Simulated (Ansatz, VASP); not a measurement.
**Cu: VASP beside Ansatz**

Contents of INCAR:

```
SYSTEM = Cu
PREC = Accurate ; ENCUT = 520
EDIFF = 1E-6 ; ISMEAR = -1
SIGMA = 0.1 ; LREAL = .False.
LASPH = .True. ; NELM = 80
ALGO = Normal ; ISIF = 2
LWAVE = .False. ; LCHARG = .False.
GGA = B5 ; ALDAX = 1.0
AGGAX = 1.0 ; AGGAC = 1.0
ALDAC = 0.0 ; NBANDS = 12
```

KPOINTS

```
regular mesh
0
Gamma
  24 24 24
  0 0 0
```

The input POSCAR:

```
Cu
1.0
    0.0000000000      1.8001969265      1.8001969265
    1.8001969265      0.0000000000      1.8001969265
    1.8001969265      1.8001969265      0.0000000000
Cu
1
Direct
    0.0000000000      0.0000000000      0.0000000000
```

Input for Ansatz:

```yaml
crystal:
  lattice:
    - [0.0, 1.8001969265, 1.8001969265]
    - [1.8001969265, 0.0, 1.8001969265]
    - [1.8001969265, 1.8001969265, 0.0]
  atoms:
    - { symbol: Cu, position: [0.0, 0.0, 0.0] }
hamiltonian:
  xc: blyp
  pseudopotentials:
    kind: paw
    azcp:
      Cu: "pseudopotentials/Cu.paw.azcp"
basis:
  ecutwfc: 420
  fft_grid_basis: typed
kpoints:
  mp_grid: { grid: [24, 24, 24], shift: [0, 0, 0] }
magnetization:
  spin_polarized: false
scf:
  occupations: { method: fermi_dirac, width: 0.1 }
output:
  stress: true
```

Alike in both runs: task single point; functional BLYP; k mesh 24 × 24 × 24; occupations fermi-dirac, width 0.1 eV; no spin polarisation.

|  | VASP | Ansatz |
| --- | --- | --- |
| version | VASP 6.6.1 | Ansatz 0.2.0 |
| potentials or method | VASP PAW PBE potentials, release 64 (Cu), cutoff 520 eV | plane waves (420 eV) with PAW, scalar-relativistic |
| valence electrons in the cell | 11 | 19 |

Ansatz gave:

```
pressure (GPa) : 12.0
```

**Question.** What did VASP give for the same quantities?

**Answer.** Pressure (GPa): 12.7.

VASP's potentials were made for PBE, not for BLYP. The functional is the same, so the differences come from potentials, cutoffs and numerics. VASP's potentials hold 11 valence electrons a cell and Ansatz's 19, so a difference there can come from the potentials and not from the codes.
